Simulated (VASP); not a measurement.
# Ag (P6_3/mmc) in VASP: a series of runs, part 2 of 3

VASP 6.6.1. The steps go on from the part before.

## (3) Single point, PBEsol

This run uses another cell than the first one, of 16.64 Å³/atom, 1.127 times its volume.

File INCAR:

```
ALGO = Normal
EDIFF = 1E-6
ENCUT = 520
GGA = PS
ISIF = 2
ISMEAR = -1
LASPH = T
LCHARG = F
LREAL = F
LWAVE = F
NBANDS = 18
NELM = 100
PREC = Accurate
SIGMA = 0.1
```

File KPOINTS:

```
k-points
0
Gamma
  9 9 5
```

File POSCAR:

```
Ag
1.0
    2.8533271252      0.0000000000      0.0000000000
   -1.4266635626      2.4710537758      0.0000000000
    0.0000000000      0.0000000000      4.7213906365
Ag
2
Direct
    0.3333333333      0.6666666667      0.2500000000
    0.6666666667      0.3333333333      0.7500000000
```

Potentials or basis: VASP PAW PBE potentials, release 64 (Ag).

On the command line:

```bash
$ cat potpaw_PBE.64/Ag/POTCAR > POTCAR
$ mpirun -np 1 vasp_std > vasp.out
```

OUTCAR:

```text
EDIFF = 1E-6
   ENCUT = 520
   GGA = PS
   ISIF = 2
   ISMEAR = -1
   LASPH = T
   LREAL = F
   NELM = 100
   PREC = Accurate

 ion  position               nearest neighbor table
   1  0.333  0.667  0.250-   2 2.88   2 2.88   2 2.88   2 2.88   2 2.88   2 2.88
   2  0.667  0.333  0.750-   1 2.88   1 2.88   1 2.88   1 2.88   1 2.88   1 2.88

  LATTYP: Found a hexagonal cell.
 ALAT       =     2.8533271252
 C/A-ratio  =     1.6546965803

  Lattice vectors:

 A1 = (   2.8533271252,   0.0000000000,   0.0000000000)
 A2 = (  -1.4266635626,   2.4710537758,   0.0000000000)
 A3 = (   0.0000000000,   0.0000000000,   4.7213906365)

Analysis of symmetry for initial positions (statically):
=====================================================================
 Subroutine PRICEL returns:
 Original cell was already a primitive cell.

 Routine SETGRP: Setting up the symmetry group for a
 hexagonal supercell.

 Subroutine GETGRP returns: Found 24 space group operations
 (whereof 12 operations were pure point group operations)
 out of a pool of 24 trial point group operations.

The static configuration has the point symmetry D_3d.
 The point group associated with its full space group is D_6h.

Analysis of symmetry for dynamics (positions and initial velocities):
=====================================================================
 Subroutine PRICEL returns:
 Original cell was already a primitive cell.

 Routine SETGRP: Setting up the symmetry group for a
 hexagonal supercell.

 Subroutine GETGRP returns: Found 24 space group operations
 (whereof 12 operations were pure point group operations)
 out of a pool of 24 trial point group operations.

The dynamic configuration has the point symmetry D_3d.
 The point group associated with its full space group is D_6h.

 Subroutine INISYM returns: Found 24 space group operations
 (whereof 12 operations are pure point group operations),
 and found     1 'primitive' translations

----------------------------------------------------------------------------------------

                                     Primitive cell

  volume of cell :      33.2892

  direct lattice vectors                    reciprocal lattice vectors
     2.853327125  0.000000000  0.000000000     0.350468052  0.202342824  0.000000000
    -1.426663563  2.471053776  0.000000000     0.000000000  0.404685649  0.000000000
     0.000000000  0.000000000  4.721390636     0.000000000  0.000000000  0.211802004

  length of vectors
     2.853327125  2.853327125  4.721390636     0.404685649  0.404685649  0.211802004

  position of ions in fractional coordinates (direct lattice)
     0.333333333  0.666666667  0.250000000
     0.666666667  0.333333333  0.750000000

  ion indices of the primitive-cell ions
   primitive index   ion index
                 1           1
                 2           2

----------------------------------------------------------------------------------------

 KPOINTS: k-points

Automatic generation of k-mesh.
 Grid dimensions read from file:
 generate k-points for:    9    9    5

 Generating k-lattice:

  Cartesian coordinates                     Fractional coordinates (reciprocal lattice)
     0.038940895  0.022482536  0.000000000     0.111111111  0.000000000  0.000000000
     0.000000000  0.044965072  0.000000000     0.000000000  0.111111111  0.000000000
     0.000000000  0.000000000  0.042360401     0.000000000  0.000000000  0.200000000

  Length of vectors
     0.044965072  0.044965072  0.042360401

  Shift w.r.t. Gamma in fractional coordinates (k-lattice)
     0.000000000  0.000000000  0.000000000

 Subroutine IBZKPT returns following result:
 ===========================================

 Found     36 irreducible k-points:

 Following reciprocal coordinates:
            Coordinates               Weight
  0.000000  0.000000  0.000000      1.000000
  0.111111  0.000000  0.000000      6.000000
  0.222222  0.000000  0.000000      6.000000
  0.333333  0.000000  0.000000      6.000000
  0.444444  0.000000  0.000000      6.000000
  0.111111  0.111111  0.000000      6.000000
[... 16 lines left out ...]
  0.333333  0.222222  0.200000     24.000000
  0.333333  0.333333  0.200000      4.000000
 [... further k-points ...]
   k-points           NKPTS =     36   k-points in BZ     NKDIM =     36   number of bands    NBANDS=     18
   number of dos      NEDOS =    301   number of ions     NIONS =      2
   total plane-waves  NPLWV =  20736
   dimension x,y,z NGX =    24 NGY =   24 NGZ =   36
   dimension x,y,z NGXF=    48 NGYF=   48 NGZF=   72
   ions per type =               2
   NGX,Y,Z   is equivalent  to a cutoff of  13.98, 13.98, 12.68 a.u.
   NGXF,Y,Z  is equivalent  to a cutoff of  27.97, 27.97, 25.35 a.u.
 SYSTEM =  unknown system
   PREC   = accura    normal or accurate (medium, high low for compatibility)
   ISTART =      0    job   : 0-new  1-cont  2-samecut
   ICHARG =      2    charge: 1-file 2-atom 10-const
   ISPIN  =      1    spin polarized calculation?
   LNONCOLLINEAR =      F non collinear calculations
   LSORBIT =      F    spin-orbit coupling
   LASPH  =      T    aspherical Exc in radial PAW
   ENCUT  =  520.0 eV  38.22 Ry    6.18 a.u.   5.31  5.31  8.78*2*pi/ulx,y,z
   NELM   =    100;   NELMIN=  2; NELMDL= -5     # of ELM steps
   EDIFF  = 0.1E-05   stopping-criterion for ELM
   LREAL  =      F    real-space projection
   EDIFFG = 0.1E-04   stopping-criterion for IOM
   NSW    =      0    number of steps for IOM
   IBRION =     -1    ionic relax: 0-MD 1-quasi-New 2-CG
   NFREE  =      0    steps in history (QN), initial steepest desc. (CG)
   ISIF   =      2    stress and relaxation
   ISYM   =      2    0-nonsym 1-usesym 2-fastsym
   POTIM  = 0.5000    time-step for ionic-motion
   TEBEG  =    0.0;   TEEND  =   0.0 temperature during run
   PSTRESS=    0.0 pullay stress
   NELECT =      22.0000    total number of electrons
   NUPDOWN=      -1.0000    fix difference up-down
   EMIN   =  10.00;   EMAX   =-10.00  energy-range for DOS
   EFERMI =   0.00;   METHOD = LEGACY
   ISMEAR =    -1;   SIGMA  =   0.10  broadening in eV -4-tet -1-fermi 0-gaus
   EFERMI_NEDOS =   21; number of points for ismear=-14 and -15
   IALGO  =     38    algorithm
   IMIX   =      4    mixing-type and parameters
     AMIX     =   0.40;   BMIX     =  1.00
     AMIX_MAG =   1.60;   BMIX_MAG =  1.00
  volume/ion in A,a.u.               =      16.64       112.32
  Fermi-wavevector in a.u.,A,eV,Ry     =   1.425983  2.694718 27.666479  2.033429
  Thomas-Fermi vector in A             =   2.546309
   LORBIT       =      0    0 simple, 1 ext, 2 COOP (PROOUT), +10 PAW based schemes
   GGA     = PS    functional components
   LHFCALC =     F    Hartree Fock is set to
   AEXX    =    0.0000 exact exchange contribution
   IVDW    =     0    specifies the selected vdW correction
   LEPSILON=     F    determine dielectric tensor
   LRPA    =     F    only Hartree local field effects (RPA)
 non-spin polarized calculation
  energy-cutoff  :      520.00
  volume of cell :       33.29
 maximum number of plane-waves:       912
 NGX is ok and might be reduce to    24
   NGX = 11   NGY = 11   NGZ = 17

 number of electron      21.9999997 magnetization

 Free energy of the ion-electron system (eV)
  ---------------------------------------------------
  ext. energy  EPLUGINS =         0.00000000
  ---------------------------------------------------
  free energy    TOTEN  =        -6.65684251 eV

  energy without entropy =       -6.65045911  energy(sigma->0) =       -6.65365081

 E-fermi :   8.6134     XC(G=0): -12.5560

 val. band max:        8.4588936522   @ k =   0.1111   0.1111   0.2000
 cond. band min:       8.8384277524   @ k =   0.2222   0.0000   0.2000
 fundamental gap:      0.3795341002
 Fermi energy:         8.6133914536

 k-point     1 :       0.0000    0.0000    0.0000
  band No.  band energies     occupation
      1       0.5597      2.00000
      2       2.0067      2.00000
      3       3.6440      2.00000
      4       3.7951      2.00000
      5       3.7951      2.00000
      6       4.0350      2.00000
[... 10 lines left out ...]
     17      27.3018      0.00000
     18      27.3018      0.00000
[... 463 lines left out ...]
 k-point    24 :       0.3333    0.3333    0.2000
  band No.  band energies     occupation
      1       2.6913      2.00000
      2       3.0087      2.00000
      3       3.0087      2.00000
      4       3.4737      2.00000
      5       3.7746      2.00000
      6       3.7746      2.00000
[... 10 lines left out ...]
     17      21.9099      0.00000
     18      21.9099      0.00000

 [... further k-points ...]

------------------------ aborting loop because EDIFF is reached ----------------------------------------

  FORCE on cell =-STRESS in cart. coord.  units (eV):
  Direction    XX          YY          ZZ          XY          YZ          ZX
  --------------------------------------------------------------------------------------
  -------------------------------------------------------------------------------------
  Total       -0.0513832     -0.0513832     -0.0519338      0.0000000      0.0000000     -0.0000000
  in kB       -2.4730237     -2.4730237     -2.4995220      0.0000000      0.0000000     -0.0000000
  external PRESSURE =      -2.4818565 kB  Pullay stress =       0.0000000 kB

 VOLUME and BASIS-vectors are now :
 -----------------------------------------------------------------------------
  energy-cutoff  :      520.00
  volume of cell :       33.29
      direct lattice vectors                 reciprocal lattice vectors
     2.853327125  0.000000000  0.000000000     0.350468052  0.202342824  0.000000000
    -1.426663563  2.471053776  0.000000000     0.000000000  0.404685649  0.000000000
     0.000000000  0.000000000  4.721390636     0.000000000  0.000000000  0.211802004

 POSITION                                       TOTAL-FORCE (eV/Angst)
 -----------------------------------------------------------------------------------
     -0.00000      1.64737      1.18035         0.000000     -0.000000     -0.000000
      1.42666      0.82368      3.54104        -0.000000      0.000000      0.000000
 -----------------------------------------------------------------------------------
    total drift:                               -0.000000      0.000000     -0.000000

  FREE ENERGIE OF THE ION-ELECTRON SYSTEM (eV)
  ---------------------------------------------------
  free  energy   TOTEN  =        -6.6568425089 eV

  energy  without entropy=       -6.6504591121  energy(sigma->0) =       -6.65365081
```

OSZICAR:

```text
N       E                     dE             d eps       ncg     rms          rms(c)
DAV:   1     0.124939096216E+03    0.12494E+03   -0.11815E+04  1304   0.122E+03
DAV:   2    -0.525716845838E+01   -0.13020E+03   -0.12402E+03  1332   0.271E+02
DAV:   3    -0.736609298236E+01   -0.21089E+01   -0.21015E+01  1512   0.388E+01
DAV:   4    -0.737200366291E+01   -0.59107E-02   -0.59103E-02  1408   0.202E+00
DAV:   5    -0.737204885430E+01   -0.45191E-04   -0.45190E-04  1488   0.190E-01    0.832E+00
DAV:   6    -0.668714406874E+01    0.68490E+00   -0.16343E+00  1338   0.139E+01    0.492E+00
DAV:   7    -0.666491725897E+01    0.22227E-01   -0.20824E-02  1422   0.139E+00    0.273E+00
DAV:   8    -0.665682660704E+01    0.80907E-02   -0.12688E-03  1350   0.294E-01    0.160E-01
DAV:   9    -0.665683628382E+01   -0.96768E-05   -0.18891E-05  1470   0.344E-02    0.189E-02
DAV:  10    -0.665684319546E+01   -0.69116E-05   -0.35111E-06  1416   0.180E-02    0.107E-02
DAV:  11    -0.665684250892E+01    0.68653E-06   -0.69690E-08   726   0.206E-03
   1 F= -.66568425E+01 E0= -.66536508E+01  d E =-.638340E-02
```

stdout:

```text
POSCAR found type information on POSCAR Ag
 POSCAR found :  1 types and       2 ions
 scaLAPACK will be used
 -----------------------------------------------------------------------------
|                                                                             |
|                                                                             |
|     You enforced a specific xc type in the INCAR file but a different       |
|     I HOPE YOU KNOW WHAT YOU ARE DOING!                                     |
|                                                                             |
 -----------------------------------------------------------------------------

 LDA part: xc-table for (Slater+PW92), standard interpolation
 POSCAR, INCAR and KPOINTS ok, starting setup
 FFT: planning ... GRIDC
 FFT: planning ... GRID_SOFT
 FFT: planning ... GRID
 WAVECAR not read
 entering main loop
```

Wall time 24 s (1 thread of Intel Xeon 8259CL, shared host); peak memory 0.16 GiB.

Results:

```
Free energy            : -6.6568 eV
Pressure               : -0.2 GPa
Band gap on the k mesh : zero (band 11 reaches 12.60 eV, above the bottom of band 12 at 5.29 eV)
```

Caveat: the PAW data sets were made with another functional, which shifts forces and pressure a little.

## (4) Relaxation of cell and atoms, PBEsol

This run uses another cell than the first one, of 17.81 Å³/atom, 1.205 times its volume.

File INCAR:

```
SYSTEM = Ag
PREC = Accurate
ENCUT = 600
EDIFF = 1E-6
ISMEAR = -1
SIGMA = 0.1
LREAL = .False.
LASPH = .True.
NELM = 60
ALGO = Normal
ISIF = 3
LWAVE = .False.
LCHARG = .False.
GGA = PS
IBRION = 2
NSW = 80
EDIFFG = -0.02
```

File KPOINTS:

```
regular mesh
0
Gamma
  9 9 5
  0 0 0
```

File POSCAR:

```
Ag
1.0
    2.9300000000      0.0000000000      0.0000000000
   -1.4650000000      2.5374540000      0.0000000000
    0.0000000000      0.0000000000      4.7900000000
Ag
2
Direct
    0.3333333333      0.6666666667      0.2500000000
    0.6666666667      0.3333333333      0.7500000000
```

On the command line:

```bash
$ cat potpaw_PBE.64/Ag/POTCAR > POTCAR
$ mpirun -np 1 vasp_std > vasp.out
```

Run time: 70 s. Hardware: 1 thread of Intel Xeon Platinum 8375C at 2.90GHz (Ice Lake), shared host; peak memory 0.17 GiB.

It converged, with:

```yaml
Free_energy: -6.6582 eV
Relaxed_volume: 16.59 Å³/atom
Relaxed_cell: a = 2.850 Å, b = 2.850 Å, c = 4.716 Å, α = 90.00°, β = 90.00°, γ = 120.00°
Space_group_after_relaxing_to_0.05_Å: P6_3/mmc (No. 194)
Energy_gained_by_relaxing: 28.3 meV/atom
Ionic_steps: 8
Pressure_after_relaxing: 0.2 GPa
Band_gap_on_the_k_mesh: zero (band 11 reaches 12.65 eV, above the bottom of band 12 at 5.33 eV)
```

The path:
```csv
step,energy change (eV),largest force (eV/Å),pressure (GPa),volume (Å³)
1,0.0000,0.0000,-6.84,35.61
2,-0.0325,0.0000,5.79,31.84
3,-0.0561,0.0000,0.02,33.22
4,-0.0561,0.0000,0.19,33.17
5,-0.0565,0.0000,0.15,33.18
6,-0.0566,0.0000,0.16,33.18
7,-0.0566,0.0000,0.15,33.19
8,-0.0566,0.0000,0.17,33.18
```

Final structure:
```
Ag
1.0
     2.85033    0.00000    0.00000
    -1.42517    2.46846    0.00000
     0.00000    0.00000    4.71633
Ag
2
Direct
  0.33333 0.66667 0.25000
  0.66667 0.33333 0.75000
```

Levels at points of the mesh, in eV from the Fermi level:
| k point | band 7 | band 8 | band 9 | band 10 | band 11 | band 12 | band 13 | band 14 | band 15 |
| --- | --- | --- | --- | --- | --- | --- | --- | --- | --- |
| (0.00, 0.00, 0.00) | -4.59 | -4.15 | -4.15 | -3.13 | -3.13 | -0.68 | 3.50 | 15.74 | 17.36 |

Caveat: the PAW data sets were made with another functional, which shifts forces and pressure a little.

[end of part 2 of 3]
